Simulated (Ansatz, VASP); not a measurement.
## Two plane-wave programs on RuSe

The input POSCAR:

```
RuSe
1.0
    0.0000000000      2.7324236492      2.7324236492
    2.7324236492      0.0000000000      2.7324236492
    2.7324236492      2.7324236492      0.0000000000
Ru Se
1 1
Direct
    0.0000000000      0.0000000000      0.0000000000
    0.2500000000      0.2500000000      0.2500000000
```

The input INCAR.step1:

```
SYSTEM = RuSe
PREC = Accurate
ENCUT = 520
ISMEAR = 0
SIGMA = 0.05
LREAL = .False.
LASPH = .True.
NELM = 100
NBANDS = 17
GGA = PE
ALGO = Normal
EDIFF = 1E-4
LWAVE = .True.
LCHARG = .False.
```

File INCAR.step2:

```
SYSTEM = RuSe
PREC = Accurate
ENCUT = 520
EDIFF = 1E-7
ISMEAR = 0
SIGMA = 0.05
LREAL = .False.
LASPH = .True.
NELM = 100
ALGO = Normal
ISIF = 2
LWAVE = .False.
LCHARG = .False.
METAGGA = R2SCAN
LMIXTAU = .True.
NBANDS = 17
ISTART = 1
```

Contents of KPOINTS:

```
regular mesh
0
Gamma
  12 12 12
  0 0 0
```

Input for Ansatz:

```yaml
crystal:
  lattice:
    - [0.0, 2.7324236492, 2.7324236492]
    - [2.7324236492, 0.0, 2.7324236492]
    - [2.7324236492, 2.7324236492, 0.0]
  atoms:
    - { symbol: Ru, position: [0.0, 0.0, 0.0] }
    - { symbol: Se, position: [0.25, 0.25, 0.25] }
basis:
  ecutwfc: 500
  ecutrho_ratio: 4
kpoints:
  mp_grid: { grid: [12, 12, 12] }
hamiltonian:
  xc: r2scan
scf:
  occupations: { method: gaussian, width: 0.05 }
  lower_state_search: "off"
output:
  forces: true
  stress: true
```

Alike in both runs: task single point; functional r2SCAN; k mesh 12 × 12 × 12; occupations gaussian, width 0.05 eV; no spin polarisation.

|  | VASP | Ansatz |
| --- | --- | --- |
| version | VASP 6.6.1 | Ansatz 0.2.0 |
| potentials or method | VASP PAW PBE potentials, release 64 (Ru_pv, Se), cutoff 520 eV | scalar-relativistic, plane waves, PAW |
| valence electrons in the cell | 20 | 32 |

Ansatz gave:

```
pressure (GPa) : 0.0
```

Task: What did VASP give for the same quantities?

Result: Pressure (GPa): 0.1.

VASP's potentials were made for PBE, not for r2SCAN. VASP's potentials hold 20 valence electrons a cell and Ansatz's 32, so a difference there can come from the potentials and not from the codes.
